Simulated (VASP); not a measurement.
# Zn (P6_3/mmc) in VASP: a series of runs

Runs on Zn. Level: PBE. Tasks: single point.

All numbers are computed with VASP 6.6.1; they aren't measurements. Logs are shortened: lines on timing, memory, paths and dates and some standing lists are left out, and cuts for length are marked.

### 1 The cell of the first run

The structure is hexagonal, space group P6_3/mmc (No. 194). The conventional cell has a = 2.670 Å, b = 2.670 Å, c = 4.966 Å, α = 90.00°, β = 90.00°, γ = 120.00°. Zn (site symmetry -6m2) has 12 Zn at 2.67 to 2.92 Å within 3.5 Å.

### 2 Single point, PBE

INCAR

```
SYSTEM = Zn
ALGO = Normal
EDIFF = 1E-6
ENCUT = 520
GGA = PE
ISIF = 2
ISMEAR = -1
LASPH = .TRUE.
LCHARG = .FALSE.
LREAL = .FALSE.
LWAVE = .FALSE.
NBANDS = 19
NELM = 60
PREC = Accurate
SIGMA = 0.05
```

KPOINTS

```
k-points
0
G
  13 13 6
  0 0 0
```

POSCAR

```
Zn
1.0
    2.6700000000      0.0000000000      0.0000000000
   -1.3350000000      2.3122878281      0.0000000000
    0.0000000000      0.0000000000      4.9660000000
Zn
2
Direct
    0.3333333333      0.6666666667      0.2500000000
    0.6666666667      0.3333333333      0.7500000000
```

Potentials or basis: VASP PAW PBE potentials, release 64 (Zn).

Command:

```
$ cat potpaw_PBE.64/Zn/POTCAR > POTCAR
$ mpirun -np 1 vasp_std > vasp.out
```

OUTCAR:

```text
SYSTEM = Zn
   EDIFF = 1E-6
   ENCUT = 520
   GGA = PE
   ISIF = 2
   ISMEAR = -1
   LASPH = .TRUE.
   LREAL = .FALSE.
   NELM = 60
   PREC = Accurate

 ion  position               nearest neighbor table
   1  0.333  0.667  0.250-   2 2.92   2 2.92   2 2.92   2 2.92   2 2.92   2 2.92
   2  0.667  0.333  0.750-   1 2.92   1 2.92   1 2.92   1 2.92   1 2.92   1 2.92

  LATTYP: Found a hexagonal cell.
 ALAT       =     2.6700000000
 C/A-ratio  =     1.8599250936

  Lattice vectors:

 A1 = (   2.6700000000,   0.0000000000,   0.0000000000)
 A2 = (  -1.3350000000,   2.3122878281,   0.0000000000)
 A3 = (   0.0000000000,   0.0000000000,   4.9660000000)

Analysis of symmetry for initial positions (statically):
=====================================================================
 Subroutine PRICEL returns:
 Original cell was already a primitive cell.

 Routine SETGRP: Setting up the symmetry group for a
 hexagonal supercell.

 Subroutine GETGRP returns: Found 24 space group operations
 (whereof 12 operations were pure point group operations)
 out of a pool of 24 trial point group operations.

The static configuration has the point symmetry D_3d.
 The point group associated with its full space group is D_6h.

Analysis of symmetry for dynamics (positions and initial velocities):
=====================================================================
 Subroutine PRICEL returns:
 Original cell was already a primitive cell.

 Routine SETGRP: Setting up the symmetry group for a
 hexagonal supercell.

 Subroutine GETGRP returns: Found 24 space group operations
 (whereof 12 operations were pure point group operations)
 out of a pool of 24 trial point group operations.

The dynamic configuration has the point symmetry D_3d.
 The point group associated with its full space group is D_6h.

 Subroutine INISYM returns: Found 24 space group operations
 (whereof 12 operations are pure point group operations),
 and found     1 'primitive' translations

----------------------------------------------------------------------------------------

                                     Primitive cell

  volume of cell :      30.6591

  direct lattice vectors                    reciprocal lattice vectors
     2.670000000  0.000000000  0.000000000     0.374531835  0.216236056  0.000000000
    -1.335000000  2.312287828  0.000000000     0.000000000  0.432472112  0.000000000
     0.000000000  0.000000000  4.966000000     0.000000000  0.000000000  0.201369311

  length of vectors
     2.670000000  2.670000000  4.966000000     0.432472112  0.432472112  0.201369311

  position of ions in fractional coordinates (direct lattice)
     0.333333333  0.666666667  0.250000000
     0.666666667  0.333333333  0.750000000

  ion indices of the primitive-cell ions
   primitive index   ion index
                 1           1
                 2           2

----------------------------------------------------------------------------------------

 KPOINTS: k-points

Automatic generation of k-mesh.
 Grid dimensions read from file:
 generate k-points for:   13   13    6

 Generating k-lattice:

  Cartesian coordinates                     Fractional coordinates (reciprocal lattice)
     0.028810141  0.016633543  0.000000000     0.076923077  0.000000000  0.000000000
     0.000000000  0.033267086  0.000000000     0.000000000  0.076923077  0.000000000
     0.000000000  0.000000000  0.033561552     0.000000000  0.000000000  0.166666667

  Length of vectors
     0.033267086  0.033267086  0.033561552

  Shift w.r.t. Gamma in fractional coordinates (k-lattice)
     0.000000000  0.000000000  0.000000000

 Subroutine IBZKPT returns following result:
 ===========================================

 Found     84 irreducible k-points:

 Following reciprocal coordinates:
            Coordinates               Weight
  0.000000  0.000000  0.000000      1.000000
  0.076923 -0.000000  0.000000      6.000000
  0.153846  0.000000  0.000000      6.000000
  0.230769 -0.000000  0.000000      6.000000
  0.307692  0.000000  0.000000      6.000000
  0.384615 -0.000000  0.000000      6.000000
[... 16 lines left out ...]
  0.076923 -0.000000  0.166667     12.000000
  0.153846  0.000000  0.166667     12.000000
 [... further k-points ...]
   k-points           NKPTS =     84   k-points in BZ     NKDIM =     84   number of bands    NBANDS=     19
   number of dos      NEDOS =    301   number of ions     NIONS =      2
   total plane-waves  NPLWV =  16000
   dimension x,y,z NGX =    20 NGY =   20 NGZ =   40
   dimension x,y,z NGXF=    40 NGYF=   40 NGZF=   80
   ions per type =               2
   NGX,Y,Z   is equivalent  to a cutoff of  12.45, 12.45, 13.39 a.u.
   NGXF,Y,Z  is equivalent  to a cutoff of  24.91, 24.91, 26.78 a.u.
 SYSTEM =  Zn
   PREC   = accura    normal or accurate (medium, high low for compatibility)
   ISTART =      0    job   : 0-new  1-cont  2-samecut
   ICHARG =      2    charge: 1-file 2-atom 10-const
   ISPIN  =      1    spin polarized calculation?
   LNONCOLLINEAR =      F non collinear calculations
   LSORBIT =      F    spin-orbit coupling
   LASPH  =      T    aspherical Exc in radial PAW
   ENCUT  =  520.0 eV  38.22 Ry    6.18 a.u.   4.96  4.96  9.23*2*pi/ulx,y,z
   NELM   =     60;   NELMIN=  2; NELMDL= -5     # of ELM steps
   EDIFF  = 0.1E-05   stopping-criterion for ELM
   LREAL  =      F    real-space projection
   EDIFFG = 0.1E-04   stopping-criterion for IOM
   NSW    =      0    number of steps for IOM
   IBRION =     -1    ionic relax: 0-MD 1-quasi-New 2-CG
   NFREE  =      0    steps in history (QN), initial steepest desc. (CG)
   ISIF   =      2    stress and relaxation
   ISYM   =      2    0-nonsym 1-usesym 2-fastsym
   POTIM  = 0.5000    time-step for ionic-motion
   TEBEG  =    0.0;   TEEND  =   0.0 temperature during run
   PSTRESS=    0.0 pullay stress
   NELECT =      24.0000    total number of electrons
   NUPDOWN=      -1.0000    fix difference up-down
   EMIN   =  10.00;   EMAX   =-10.00  energy-range for DOS
   EFERMI =   0.00;   METHOD = LEGACY
   ISMEAR =    -1;   SIGMA  =   0.05  broadening in eV -4-tet -1-fermi 0-gaus
   EFERMI_NEDOS =   21; number of points for ismear=-14 and -15
   IALGO  =     38    algorithm
   IMIX   =      4    mixing-type and parameters
     AMIX     =   0.40;   BMIX     =  1.00
     AMIX_MAG =   1.60;   BMIX_MAG =  1.00
  volume/ion in A,a.u.               =      15.33       103.45
  Fermi-wavevector in a.u.,A,eV,Ry     =   1.508778  2.851177 30.972445  2.276410
  Thomas-Fermi vector in A             =   2.619187
   LORBIT       =      0    0 simple, 1 ext, 2 COOP (PROOUT), +10 PAW based schemes
   GGA     = PE    functional components
   LHFCALC =     F    Hartree Fock is set to
   AEXX    =    0.0000 exact exchange contribution
   IVDW    =     0    specifies the selected vdW correction
   LEPSILON=     F    determine dielectric tensor
   LRPA    =     F    only Hartree local field effects (RPA)
 non-spin polarized calculation
  energy-cutoff  :      520.00
  volume of cell :       30.66
 maximum number of plane-waves:       851
 NGX is ok and might be reduce to    20
   NGX =  9   NGY =  9   NGZ = 19

 number of electron      24.0000011 magnetization

 Free energy of the ion-electron system (eV)
  ---------------------------------------------------
  ext. energy  EPLUGINS =         0.00000000
  ---------------------------------------------------
  free energy    TOTEN  =        -2.23066930 eV

  energy without entropy =       -2.22849013  energy(sigma->0) =       -2.22957971

 E-fermi :   3.0265     XC(G=0): -11.5107

 val. band max:        3.0116311087   @ k =   0.3846  -0.0000   0.0000
 cond. band min:       3.1061830971   @ k =   0.3077   0.3077   0.5000
 fundamental gap:      0.0945519885
 Fermi energy:         3.0265186817

 k-point     1 :       0.0000    0.0000    0.0000
  band No.  band energies     occupation
      1      -7.2832      2.00000
      2      -5.5211      2.00000
      3      -4.8394      2.00000
      4      -4.6088      2.00000
      5      -4.6087      2.00000
      6      -4.5601      2.00000
[... 11 lines left out ...]
     18      22.0597      0.00000
     19      22.0622      0.00000

 k-point     2 :       0.0769   -0.0000    0.0000
  band No.  band energies     occupation
      1      -7.1086      2.00000
      2      -5.4467      2.00000
      3      -4.8222      2.00000
      4      -4.6251      2.00000
      5      -4.5780      2.00000
      6      -4.5682      2.00000
[... 11 lines left out ...]
     18      20.9795      0.00000
     19      23.1025      0.00000

 k-point     3 :       0.1538    0.0000    0.0000
  band No.  band energies     occupation
      1      -6.5997      2.00000
      2      -5.2656      2.00000
      3      -4.7935      2.00000
      4      -4.6586      2.00000
      5      -4.5834      2.00000
      6      -4.4541      2.00000
[... 11 lines left out ...]
     18      19.5324      0.00000
     19      20.7832      0.00000

 k-point     4 :       0.2308   -0.0000    0.0000
  band No.  band energies     occupation
      1      -5.8506      2.00000
      2      -5.1334      2.00000
      3      -4.7400      2.00000
      4      -4.6695      2.00000
      5      -4.6677      2.00000
      6      -4.4293      2.00000
[... 11 lines left out ...]
     18      18.5977      0.00000
     19      18.9223      0.00000

 k-point     5 :       0.3077    0.0000    0.0000
  band No.  band energies     occupation
      1      -5.3263      2.00000
      2      -5.1610      2.00000
      3      -4.8738      2.00000
      4      -4.6351      2.00000
      5      -4.4871      2.00000
      6      -4.4609      2.00000
[... 11 lines left out ...]
     18      17.9504      0.00000
     19      19.8353      0.00000

 k-point     6 :       0.3846   -0.0000    0.0000
  band No.  band energies     occupation
      1      -5.2877      2.00000
      2      -5.2102      2.00000
      3      -5.0135      2.00000
      4      -4.5696      2.00000
      5      -4.5265      2.00000
      6      -4.4404      2.00000
[... 11 lines left out ...]
     18      17.5209      0.00000
     19      18.9182      0.00000

 k-point     7 :       0.4615   -0.0000    0.0000
  band No.  band energies     occupation
      1      -5.3268      2.00000
      2      -5.2403      2.00000
      3      -5.0830      2.00000
      4      -4.6157      2.00000
      5      -4.4645      2.00000
      6      -4.4632      2.00000
[... 11 lines left out ...]
     18      17.3077      0.00000
     19      18.4620      0.00000

 k-point     8 :       0.0769    0.0769    0.0000
  band No.  band energies     occupation
      1      -6.7658      2.00000
      2      -5.3156      2.00000
      3      -4.8005      2.00000
      4      -4.6457      2.00000
      5      -4.6137      2.00000
      6      -4.4849      2.00000
[... 256 lines left out ...]
 k-point    20 :       0.3846    0.2308    0.0000
  band No.  band energies     occupation
      1      -4.9884      2.00000
      2      -4.9766      2.00000
      3      -4.8686      2.00000
      4      -4.6042      2.00000
      5      -4.5959      2.00000
      6      -4.4891      2.00000
[... 11 lines left out ...]
     18      11.8976      0.00000
     19      13.4788      0.00000

 k-point    21 :       0.3077    0.3077    0.0000
  band No.  band energies     occupation
      1      -4.9599      2.00000
      2      -4.8224      2.00000
      3      -4.7889      2.00000
      4      -4.6363      2.00000
      5      -4.6263      2.00000
      6      -4.5948      2.00000
[... 11 lines left out ...]
     18      10.0769      0.00000
     19      12.1041      0.00000

 k-point    22 :       0.0000    0.0000    0.1667
  band No.  band energies     occupation
      1      -7.1177      2.00000
      2      -5.5385      2.00000
      3      -4.8347      2.00000
      4      -4.6106      2.00000
      5      -4.6106      2.00000
      6      -4.5673      2.00000
[... 11 lines left out ...]
     18      22.1088      0.00000
     19      22.1088      0.00000

 k-point    23 :       0.0769   -0.0000    0.1667
  band No.  band energies     occupation
      1      -6.9445      2.00000
      2      -5.4581      2.00000
      3      -4.8193      2.00000
      4      -4.6301      2.00000
      5      -4.5872      2.00000
      6      -4.5708      2.00000
[... 11 lines left out ...]
     18      21.6577      0.00000
     19      22.7715      0.00000

 k-point    24 :       0.1538    0.0000    0.1667
  band No.  band energies     occupation
      1      -6.4428      2.00000
      2      -5.2627      2.00000
      3      -4.7903      2.00000
      4      -4.6738      2.00000
      5      -4.6103      2.00000
      6      -4.4602      2.00000
[... 11 lines left out ...]
     18      19.7090      0.00000
     19      21.5789      0.00000

 [... further k-points ...]

------------------------ aborting loop because EDIFF is reached ----------------------------------------

  FORCE on cell =-STRESS in cart. coord.  units (eV):
  Direction    XX          YY          ZZ          XY          YZ          ZX
  --------------------------------------------------------------------------------------
  -------------------------------------------------------------------------------------
  Total       -0.1689662     -0.1689662     -0.0402277     -0.0000000      0.0000000      0.0000000
  in kB       -8.8297934     -8.8297934     -2.1022069     -0.0000000      0.0000000      0.0000000
  external PRESSURE =      -6.5872646 kB  Pullay stress =       0.0000000 kB

 VOLUME and BASIS-vectors are now :
 -----------------------------------------------------------------------------
  energy-cutoff  :      520.00
  volume of cell :       30.66
      direct lattice vectors                 reciprocal lattice vectors
     2.670000000  0.000000000  0.000000000     0.374531835  0.216236056  0.000000000
    -1.335000000  2.312287828  0.000000000     0.000000000  0.432472112  0.000000000
     0.000000000  0.000000000  4.966000000     0.000000000  0.000000000  0.201369311

 POSITION                                       TOTAL-FORCE (eV/Angst)
 -----------------------------------------------------------------------------------
     -0.00000      1.54153      1.24150        -0.000000      0.000000      0.000000
      1.33500      0.77076      3.72450         0.000000     -0.000000      0.000000
 -----------------------------------------------------------------------------------
    total drift:                               -0.000000      0.000000      0.000000

  FREE ENERGIE OF THE ION-ELECTRON SYSTEM (eV)
  ---------------------------------------------------
  free  energy   TOTEN  =        -2.2306692961 eV

  energy  without entropy=       -2.2284901292  energy(sigma->0) =       -2.22957971
```

Wall time 65 s (1 thread of Intel Xeon 8259CL, shared host); peak memory 0.17 GiB.

What came out:

* Free energy: -2.2307 eV
* Pressure: -0.7 GPa
* Band gap on the k mesh: zero (bands 12 and 13 overlap by 4.14 eV)

Stress tensor (GPa, compression positive):
```
-0.88  0.00  0.00
 0.00 -0.88  0.00
 0.00  0.00 -0.21
```

### 3 Single point, PBE

INCAR

```
PREC     = Accurate       # precision mode
ENCUT    = 520            # plane-wave cutoff, eV
EDIFF    = 1E-7           # SCF threshold, eV
ISMEAR   = -1             # smearing method
SIGMA    = 0.05           # smearing width, eV
LREAL    = F              # projectors in reciprocal space
LASPH    = T              # aspherical terms in the spheres
NELM     = 100            # most SCF steps
ALGO     = Normal         # electronic algorithm
ISIF     = 2              # what is computed and relaxed
LWAVE    = F              # write WAVECAR
LCHARG   = F              # write CHGCAR
GGA      = PE             # functional
NBANDS   = 19             # bands
```

KPOINTS

```
regular mesh
0
Gamma
  13 13 6
```

POSCAR is that of step 2.

Potentials or basis: VASP PAW PBE potentials, release 64 (Zn).

Command:

```
$ cat potpaw_PBE.64/Zn/POTCAR > POTCAR
$ mpirun -np 1 vasp_std > vasp.out
```

It took 75 s on 1 thread of Intel Xeon 8259CL, shared host; peak memory 0.17 GiB.

Results (log left out):

```yaml
Free_energy: -2.2307 eV
Pressure: -0.7 GPa
Band_gap_on_the_k_mesh: zero (bands 12 and 13 overlap by 4.14 eV)
```

Stress tensor (GPa, compression positive):
```
-0.89  0.00  0.00
 0.00 -0.89  0.00
 0.00  0.00 -0.21
```

Levels at points of the mesh, in eV from the Fermi level:
```tsv
k point	band 10	band 11	band 12	band 13	band 14	band 15
(0.00, 0.00, 0.00)	-7.06	-7.06	-3.57	-3.04	13.51	17.15
(0.00, 0.00, 0.50)	-7.14	-7.14	-7.14	4.56	4.56	18.66
```

The gap in the log of VASP goes by the Fermi energy; the results here count the filled bands.